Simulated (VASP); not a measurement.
A run of VASP 6.6.1 is set up as follows.

INCAR

```
ALGO     = Normal         # electronic algorithm
EDIFF    = 1E-6           # SCF threshold, eV
ENCUT    = 500            # plane-wave cutoff, eV
GGA_COMPAT= False        
ISIF     = 2              # what is computed and relaxed
ISMEAR   = 1              # smearing method
LASPH    = True           # aspherical terms in the spheres
LCHARG   = False          # write CHGCAR
LREAL    = False          # projectors in reciprocal space
LWAVE    = False          # write WAVECAR
NBANDS   = 12             # bands
NELM     = 120            # most SCF steps
PREC     = Accurate       # precision mode
SIGMA    = 0.01           # smearing width, eV
```

Contents of KPOINTS:

```
k-points
0
Gamma
  14 14 14
```

POSCAR

```
Ta
1.0
   -1.6276710318      1.6276710318      1.6276710318
    1.6276710318     -1.6276710318      1.6276710318
    1.6276710318      1.6276710318     -1.6276710318
Ta
1
Direct
    0.0000000000      0.0000000000      0.0000000000
```

Potentials or basis: VASP PAW LDA potentials, release 64 (Ta_sv_GW).

Run with:

```console
$ cat potpaw_LDA.64/Ta_sv_GW/POTCAR > POTCAR
$ mpirun -np 1 vasp_std > vasp.out
```

Task: Predict the pressure.

Result: -0.5 GPa.

Task: Predict the band gap on the k mesh.

Result: Zero (an odd number of electrons rules out a gap without spin polarisation).

Caveat: spin-orbit coupling is left out, which moves the levels of the heavy elements.
